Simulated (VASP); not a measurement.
# Mg3In8N8 (a cell with a defect) in VASP: single point with PBE

Aim: the single point of Mg3In8N8 (a cell with a defect) with PBE.

Everything below comes from runs of VASP 6.6.1. Logs are shortened: lines on timing, memory, paths and dates and some standing lists are left out, and cuts for length are marked.

## 1. The cell of the first run

The cell holds a defect, 19 atoms: a = 6.674 Å, b = 6.674 Å, c = 8.672 Å, α = 67.37°, β = 67.37°, γ = 60.00°.

## 2. Single point, PBE

File INCAR:

```
SYSTEM = Mg3In8N8
  ALGO = Normal
  EDIFF = 1E-6
  ENCUT = 520
  GGA = PE
  ISIF = 2
  ISMEAR = 0
  KPAR = 4
  LASPH = .True.
  LCHARG = .True.
  LREAL = Auto
  LVHAR = .True.
  LWAVE = .False.
  NBANDS = 90
  NELM = 100
  PREC = Accurate
  SIGMA = 0.1
```

File KPOINTS:

```
k-points
0
Gamma
  6 6 4
  0 0 0
```

File POSCAR:

```
Mg3In8N8
1.0
    3.3368719434      5.7796317443      0.0000000000
    6.6737438868      0.0000000000      0.0000000000
    3.3368719434      1.9265439148     -7.7686829559
Mg In N
3 8 8
Direct
    0.0000000128      0.5000000077      1.0000000057
    0.5000000221     -0.0000000068      0.0000000000
    0.5000000221      0.5000000017      0.0000000000
    0.4412860424      0.4412861799      0.6761014743
    0.4274830157      0.9398405616      0.6925212459
    0.9398405726      0.4274829383      0.6925212459
    0.9400580456      0.9400580759      0.6918278208
    0.5587138417      0.5587139091      0.3238985314
    0.5725170843      0.0601594838      0.3074786310
    0.0601593544      0.5725170438      0.3074786310
    0.0599420115      0.0599419266      0.3081721849
    0.2784801461      0.2784800232      0.1647770938
    0.2890784183      0.7662413579      0.1787985181
    0.7662413453      0.2890785183      0.1787985181
    0.7661051214      0.7661052509      0.1788417687
    0.7215199110      0.7215199793      0.8352229119
    0.7109216388      0.2337586447      0.8212014876
    0.2337585388      0.7109215707      0.8212014876
    0.2338947627      0.2338948382      0.8211582370
```

Potentials or basis: VASP PAW PBE potentials, release 64 (Mg, In_d, N).

Command:

```bash
> cat potpaw_PBE.64/Mg/POTCAR potpaw_PBE.64/In_d/POTCAR potpaw_PBE.64/N/POTCAR > POTCAR
> mpirun -np 4 vasp_std > vasp.out
```

OUTCAR:

```text
SYSTEM = Mg3In8N8
   EDIFF = 1E-6
   ENCUT = 520
   GGA = PE
   ISIF = 2
   ISMEAR = 0
   LASPH = .True.
   LREAL = Auto
   NELM = 100
   PREC = Accurate

 ion  position               nearest neighbor table
   1  0.000  0.500  0.000-  16 2.31  12 2.31  18 2.34  14 2.34  19 2.34  15 2.34  10 3.08   6 3.08
                             7 3.09  11 3.09   4 3.17   8 3.17   2 3.34   3 3.34   3 3.34   2 3.34
   2  0.500  1.000  0.000-  16 2.31  12 2.31  13 2.34  17 2.34  15 2.34  19 2.34   9 3.08   5 3.08
                            11 3.09   7 3.09   8 3.17   4 3.17   1 3.34   3 3.34   3 3.34   1 3.34
   3  0.500  0.500  0.000-  12 2.31  16 2.31  14 2.34  17 2.34  13 2.34  18 2.34   9 3.08  10 3.08
                             6 3.08   5 3.08   8 3.17   4 3.17   2 3.34   1 3.34   1 3.34   2 3.34
   4  0.441  0.441  0.676-  18 2.16  17 2.16  19 2.16   8 2.74   1 3.17   2 3.17   3 3.17   5 3.34
                             6 3.34   7 3.34   7 3.34   6 3.34   5 3.34
   5  0.427  0.940  0.693-  18 2.19  19 2.19  16 2.26   9 2.99   3 3.08   2 3.08   6 3.25   7 3.25
                             4 3.34   4 3.34   7 3.42   6 3.42
   6  0.940  0.427  0.693-  17 2.19  19 2.19  16 2.26  10 2.99   3 3.08   1 3.08   5 3.25   7 3.25
                             4 3.34   4 3.34   7 3.42   5 3.42
   7  0.940  0.940  0.692-  18 2.19  17 2.19  16 2.27  11 2.98   2 3.09   1 3.09   6 3.25   5 3.25
                             4 3.34   4 3.34   5 3.42   6 3.42
   8  0.559  0.559  0.324-  14 2.16  13 2.16  15 2.16   4 2.74   2 3.17   1 3.17   3 3.17   9 3.34
                            10 3.34  11 3.34  11 3.34  10 3.34   9 3.34
   9  0.573  0.060  0.307-  14 2.19  15 2.19  12 2.26   5 2.99   3 3.08   2 3.08  10 3.25  11 3.25
                             8 3.34   8 3.34  11 3.42  10 3.42
  10  0.060  0.573  0.307-  13 2.19  15 2.19  12 2.26   6 2.99   3 3.08   1 3.08   9 3.25  11 3.25
                             8 3.34   8 3.34  11 3.42   9 3.42
  11  0.060  0.060  0.308-  13 2.19  14 2.19  12 2.27   7 2.98   2 3.09   1 3.09   9 3.25  10 3.25
                             8 3.34   8 3.34  10 3.42   9 3.42
  12  0.278  0.278  0.165-   9 2.26  10 2.26  11 2.27   3 2.31   2 2.31   1 2.31
  13  0.289  0.766  0.179-   8 2.16  10 2.19  11 2.19   2 2.34   3 2.34
  14  0.766  0.289  0.179-   8 2.16   9 2.19  11 2.19   1 2.34   3 2.34
  15  0.766  0.766  0.179-   8 2.16  10 2.19   9 2.19   2 2.34   1 2.34
  16  0.722  0.722  0.835-   5 2.26   6 2.26   7 2.27   3 2.31   2 2.31   1 2.31
  17  0.711  0.234  0.821-   4 2.16   6 2.19   7 2.19   2 2.34   3 2.34
  18  0.234  0.711  0.821-   4 2.16   5 2.19   7 2.19   1 2.34   3 2.34
  19  0.234  0.234  0.821-   4 2.16   6 2.19   5 2.19   1 2.34   2 2.34

  LATTYP: Found a trigonal (rhomboedric) cell.
 ALAT       =     8.6717195925
 COS(alpha) =     0.7038589416

  Lattice vectors:

 A1 = (   0.0000000000,  -3.8530878295,  -7.7686829559)
 A2 = (  -3.3368719434,   1.9265439148,  -7.7686829559)
 A3 = (   3.3368719434,   1.9265439148,  -7.7686829559)

Analysis of symmetry for initial positions (statically):
=====================================================================
 Subroutine PRICEL returns:
 Original cell was already a primitive cell.

 Routine SETGRP: Setting up the symmetry group for a
 trigonal (rhombohedral) supercell.

 Subroutine GETGRP returns: Found  4 space group operations
 (whereof  4 operations were pure point group operations)
 out of a pool of 12 trial point group operations.

The static configuration has the point symmetry C_2h.

Analysis of symmetry for dynamics (positions and initial velocities):
=====================================================================
 Subroutine PRICEL returns:
 Original cell was already a primitive cell.

 Routine SETGRP: Setting up the symmetry group for a
 trigonal (rhombohedral) supercell.

 Subroutine GETGRP returns: Found  4 space group operations
 (whereof  4 operations were pure point group operations)
 out of a pool of 12 trial point group operations.

The dynamic configuration has the point symmetry C_2h.

 Subroutine INISYM returns: Found  4 space group operations
 (whereof  4 operations are pure point group operations),
 and found     1 'primitive' translations

----------------------------------------------------------------------------------------

                                     Primitive cell

  volume of cell :     299.6519

  direct lattice vectors                    reciprocal lattice vectors
     3.336871943  5.779631744  0.000000000     0.000000000  0.173021404  0.042907316
[... 84 lines left out ...]
|                                                                             |
|     Results are often still useful ...                                      |
|                                                                             |
 -----------------------------------------------------------------------------

 WARNING: IBZKPT: internal override: KBLOWUP is changed to .FALSE.
      ... skipping the blow-up phase ...

 Subroutine IBZKPT returns following result:
 ===========================================

 Found     47 irreducible k-points:

 Following reciprocal coordinates:
            Coordinates               Weight
  0.000000  0.000000  0.000000      1.000000
  0.166667  0.000000 -0.000000      4.000000
  0.333333  0.000000 -0.000000      4.000000
  0.500000  0.000000  0.000000      2.000000
  0.166667  0.166667  0.000000      2.000000
  0.333333  0.166667 -0.000000      4.000000
[... 16 lines left out ...]
 -0.333333  0.166667  0.250000      4.000000
 -0.166667  0.166667  0.250000      4.000000
 [... further k-points ...]
   k-points           NKPTS =     47   k-points in BZ     NKDIM =     47   number of bands    NBANDS=     90
   number of dos      NEDOS =    301   number of ions     NIONS =     19
   total plane-waves  NPLWV = 160000
   dimension x,y,z NGX =    50 NGY =   50 NGZ =   64
   dimension x,y,z NGXF=   100 NGYF=  100 NGZF=  128
   ions per type =               3   8   8
   NGX,Y,Z   is equivalent  to a cutoff of  12.46, 12.46, 12.27 a.u.
   NGXF,Y,Z  is equivalent  to a cutoff of  24.91, 24.91, 24.54 a.u.
 SYSTEM =  Mg3In8N8
   PREC   = accura    normal or accurate (medium, high low for compatibility)
   ISTART =      0    job   : 0-new  1-cont  2-samecut
   ICHARG =      2    charge: 1-file 2-atom 10-const
   ISPIN  =      1    spin polarized calculation?
   LNONCOLLINEAR =      F non collinear calculations
   LSORBIT =      F    spin-orbit coupling
   LASPH  =      T    aspherical Exc in radial PAW
   ENCUT  =  520.0 eV  38.22 Ry    6.18 a.u.  12.41 12.41 16.12*2*pi/ulx,y,z
   NELM   =    100;   NELMIN=  2; NELMDL= -5     # of ELM steps
   EDIFF  = 0.1E-05   stopping-criterion for ELM
   LREAL  =      T    real-space projection
   EDIFFG = 0.1E-04   stopping-criterion for IOM
   NSW    =      0    number of steps for IOM
   IBRION =     -1    ionic relax: 0-MD 1-quasi-New 2-CG
   NFREE  =      0    steps in history (QN), initial steepest desc. (CG)
   ISIF   =      2    stress and relaxation
   ISYM   =      2    0-nonsym 1-usesym 2-fastsym
   POTIM  = 0.5000    time-step for ionic-motion
   TEBEG  =    0.0;   TEEND  =   0.0 temperature during run
   PSTRESS=    0.0 pullay stress
   NELECT =     150.0000    total number of electrons
   NUPDOWN=      -1.0000    fix difference up-down
   EMIN   =  10.00;   EMAX   =-10.00  energy-range for DOS
   EFERMI =   0.00;   METHOD = LEGACY
   ISMEAR =     0;   SIGMA  =   0.10  broadening in eV -4-tet -1-fermi 0-gaus
   EFERMI_NEDOS =   21; number of points for ismear=-14 and -15
   IALGO  =     38    algorithm
   IMIX   =      4    mixing-type and parameters
     AMIX     =   0.40;   BMIX     =  1.00
     AMIX_MAG =   1.60;   BMIX_MAG =  1.00
  volume/ion in A,a.u.               =      15.77       106.43
  Fermi-wavevector in a.u.,A,eV,Ry     =   1.299869  2.456396 22.989208  1.689659
  Thomas-Fermi vector in A             =   2.431105
   LORBIT       =      0    0 simple, 1 ext, 2 COOP (PROOUT), +10 PAW based schemes
   GGA     = PE    functional components
   LHFCALC =     F    Hartree Fock is set to
   AEXX    =    0.0000 exact exchange contribution
   IVDW    =     0    specifies the selected vdW correction
   LEPSILON=     F    determine dielectric tensor
   LRPA    =     F    only Hartree local field effects (RPA)
 non-spin polarized calculation
 Gauss-broadening in eV      SIGMA  =   0.10
  energy-cutoff  :      520.00
  volume of cell :      299.65
 maximum number of plane-waves:      8105
 NGX is ok and might be reduce to    50
   NGX = 25   NGY = 25   NGZ = 33

 number of electron     150.0000052 magnetization

 Free energy of the ion-electron system (eV)
  ---------------------------------------------------
  ext. energy  EPLUGINS =         0.00000000
  ---------------------------------------------------
  free energy    TOTEN  =       -89.99326028 eV

  energy without entropy =      -89.93709946  energy(sigma->0) =      -89.96517987

 E-fermi :   5.8279     XC(G=0): -10.5188

 val. band max:        5.8245733650   @ k =   0.0000   0.0000   0.2500
 cond. band min:       5.8280837853   @ k =   0.5000   0.5000   0.0000
 fundamental gap:      0.0035104203
 Fermi energy:         5.8278590250

 k-point     1 :       0.0000    0.0000    0.0000
  band No.  band energies     occupation
      1      -8.8715      2.00000
      2      -8.8672      2.00000
      3      -8.8329      2.00000
      4      -8.8285      2.00000
      5      -8.7992      2.00000
      6      -8.7509      2.00000
[... 2149 lines left out ...]
     86      11.2491      0.00000
     87      11.5072      0.00000

 [... further k-points ...]

 [bands above 87 left out]

------------------------ aborting loop because EDIFF is reached ----------------------------------------

  FORCE on cell =-STRESS in cart. coord.  units (eV):
  Direction    XX          YY          ZZ          XY          YZ          ZX
  --------------------------------------------------------------------------------------
  -------------------------------------------------------------------------------------
  Total        7.9211790      7.9822288     -4.3152521     -0.0528707     -0.0183407     -0.0317669
  in kB       42.3529152     42.6793361    -23.0727654     -0.2826888     -0.0980639     -0.1698513
  external PRESSURE =      20.6531620 kB  Pullay stress =       0.0000000 kB

 VOLUME and BASIS-vectors are now :
 -----------------------------------------------------------------------------
  energy-cutoff  :      520.00
  volume of cell :      299.65
      direct lattice vectors                 reciprocal lattice vectors
     3.336871943  5.779631744  0.000000000     0.000000000  0.173021404  0.042907316
     6.673743887  0.000000000  0.000000000     0.149840931 -0.086510702  0.042907316
     3.336871943  1.926543915 -7.768682956     0.000000000  0.000000000 -0.128721948

 POSITION                                       TOTAL-FORCE (eV/Angst)
 -----------------------------------------------------------------------------------
      3.33687      0.00000     -0.00000         0.000000     -0.000000      0.000000
      8.34218      2.88982      0.00000         0.000000     -0.000000      0.000000
      5.00531      2.88982      0.00000         0.000000     -0.000000      0.000000
      6.67361      3.85301     -5.25242         0.005813      0.003356      0.031469
     10.00957      3.80487     -5.37998         0.010246      0.005185      0.010022
      8.29989      6.76611     -5.37998         0.009613      0.006281      0.010022
[... 11 lines left out ...]
      8.26477      2.93312     -6.37965        -0.004001      0.000958     -0.038595
      5.08153      2.93382     -6.37932         0.003392      0.001959     -0.039136
 -----------------------------------------------------------------------------------
    total drift:                               -0.000560      0.000593     -0.000621

  FREE ENERGIE OF THE ION-ELECTRON SYSTEM (eV)
  ---------------------------------------------------
  free  energy   TOTEN  =       -89.9932602804 eV

  energy  without entropy=      -89.9370994612  energy(sigma->0) =      -89.96517987
```

Wall time 15 min (4 MPI ranks of Intel Xeon Platinum 8259CL at 2.50GHz (Skylake/Cascade Lake), shared host); peak memory 0.93 GiB.

What came out:

* Free energy: -89.9933 eV
* Pressure: 2.1 GPa
* Largest force: 0.039 eV/Å
* Band gap on the k mesh: zero (bands 75 and 76 overlap by 0.36 eV)

Forces in eV/Å, atoms in the order of the input:
```
Mg   0.000  0.000  0.000
Mg   0.000  0.000  0.000
Mg   0.000  0.000  0.000
In   0.006  0.003  0.031
In   0.010  0.005  0.010
In   0.010  0.006  0.010
In   0.004  0.002 -0.008
In  -0.006 -0.003 -0.031
In  -0.010 -0.005 -0.010
In  -0.010 -0.006 -0.010
In  -0.004 -0.002  0.008
N   -0.001  0.000  0.036
N    0.001  0.004  0.039
N    0.004 -0.001  0.039
N   -0.003 -0.002  0.039
N    0.001  0.000 -0.036
N   -0.001 -0.004 -0.039
N   -0.004  0.001 -0.039
N    0.003  0.002 -0.039
```

Levels at points of the mesh, in eV from the Fermi level:
| k point | band 71 | band 72 | band 73 | band 74 | band 75 | band 76 | band 77 | band 78 | band 79 | band 80 |
| --- | --- | --- | --- | --- | --- | --- | --- | --- | --- | --- |
| (0.00, 0.00, 0.00) | -0.83 | -0.69 | -0.13 | -0.13 | -0.03 | -0.03 | 1.54 | 2.06 | 2.06 | 2.18 |
| (0.50, 0.00, 0.00) | -0.49 | -0.49 | -0.41 | -0.31 | -0.29 | -0.16 | 2.82 | 3.06 | 3.57 | 3.69 |
| (0.50, 0.50, 0.00) | -0.60 | -0.34 | 0.00 | 0.08 | 0.18 | 0.19 | 2.55 | 2.56 | 3.19 | 3.53 |
| (0.00, 0.00, 0.50) | -0.22 | -0.20 | -0.20 | 0.03 | 0.03 | 0.41 | 0.54 | 2.44 | 2.80 | 2.80 |
| (0.50, 0.00, 0.50) | -0.60 | -0.34 | 0.01 | 0.07 | 0.18 | 0.19 | 2.55 | 2.55 | 3.18 | 3.54 |
| (0.50, 0.50, 0.50) | -0.50 | -0.48 | -0.41 | -0.30 | -0.29 | -0.16 | 2.82 | 3.07 | 3.57 | 3.70 |

Caveat: spin-orbit coupling is left out, which moves the levels of the heavy elements.
